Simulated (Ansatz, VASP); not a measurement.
**ReSbN: VASP beside Ansatz**

INCAR

```
PREC = Accurate
ENCUT = 520
EDIFF = 1E-7
ISMEAR = -1
SIGMA = 0.05
LREAL = F
LASPH = T
NELM = 60
ALGO = Normal
ISIF = 2
LWAVE = F
LCHARG = F
GGA = PE
NBANDS = 26
```

The input KPOINTS:

```
regular mesh
0
Gamma
  7 7 3
```

The input POSCAR:

```
ReSbN
1.0
    3.4321230000      0.0000000000      0.0000000000
    0.0000000000      3.4321230000      0.0000000000
    0.0000000000      0.0000000000      8.5926270000
Re Sb N
2 2 2
Direct
    0.0000000000      0.5000000000      0.8732410000
    0.5000000000      0.0000000000      0.1267590000
    0.0000000000      0.5000000000      0.3334580000
    0.5000000000      0.0000000000      0.6665420000
    0.0000000000      0.0000000000      0.0000000000
    0.5000000000      0.5000000000      0.0000000000
```

File input.yaml:

```yaml
crystal:
  lattice:
    - [3.432123, 0.0, 0.0]
    - [0.0, 3.432123, 0.0]
    - [0.0, 0.0, 8.592627]
  atoms:
    - { symbol: Re, position: [0.0, 0.5, 0.873241] }
    - { symbol: Re, position: [0.5, 0.0, 0.126759] }
    - { symbol: Sb, position: [0.0, 0.5, 0.333458] }
    - { symbol: Sb, position: [0.5, 0.0, 0.666542] }
    - { symbol: "N", position: [0.0, 0.0, 0.0] }
    - { symbol: "N", position: [0.5, 0.5, 0.0] }
hamiltonian:
  xc: pbe
  pseudopotentials: { kind: paw }
kpoints:
  mp_grid: { grid: [7, 7, 3] }
  band_path:
    path:
      - [[0.0, 0.0, 0.0], [0.0, 0.5, 0.0], [0.5, 0.5, 0.0], [0.0, 0.0, 0.0], [0.0, 0.0, 0.5], [0.0, 0.5, 0.5], [0.5, 0.5, 0.5], [0.0, 0.0, 0.5]]
      - [[0.0, 0.5, 0.0], [0.0, 0.5, 0.5]]
      - [[0.5, 0.5, 0.0], [0.5, 0.5, 0.5]]
    npoints: 14
scf:
  occupations: { method: fermi_dirac, width: 0.05 }
  n_extra_bands: 15
output:
  forces: true
  stress: true
  eigenvalues: true
  fatbands: false
```

Alike in both runs: functional PBE; k mesh 7 × 7 × 3; occupations fermi-dirac, width 0.05 eV; no spin polarisation.

|  | VASP | Ansatz |
| --- | --- | --- |
| version | VASP 6.6.1 | Ansatz 0.2.0 |
| potentials or method | VASP PAW PBE potentials, release 64 (Re, Sb, N) | Ansatz PAW |
| plane-wave cutoff (eV) | 520 | 420 |
| valence electrons in the cell | 34 | 70 |
| task | single point | band structure |

```tsv
	VASP	Ansatz	Ansatz less VASP
gap on the k mesh at the Fermi level (eV)	none	none	-
pressure (GPa)	0.0	-1.3	-1.34
traceless stress, the component that is largest in VASP (GPa)	0.35	0.43	+0.086
rms of the force components (eV/Å)	0.039	0.087	+0.0485
```

Atom by atom the forces differ by 0.121 eV/Å (rms over components). A gap of «none» marks a metal or a gap that the smearing closes. One of these differences is far larger than is usual between the two programs; its cause wasn't traced. VASP's potentials hold 34 valence electrons a cell and Ansatz's 70, so a difference there can come from the potentials and not from the codes.

Spin-orbit coupling is off throughout.
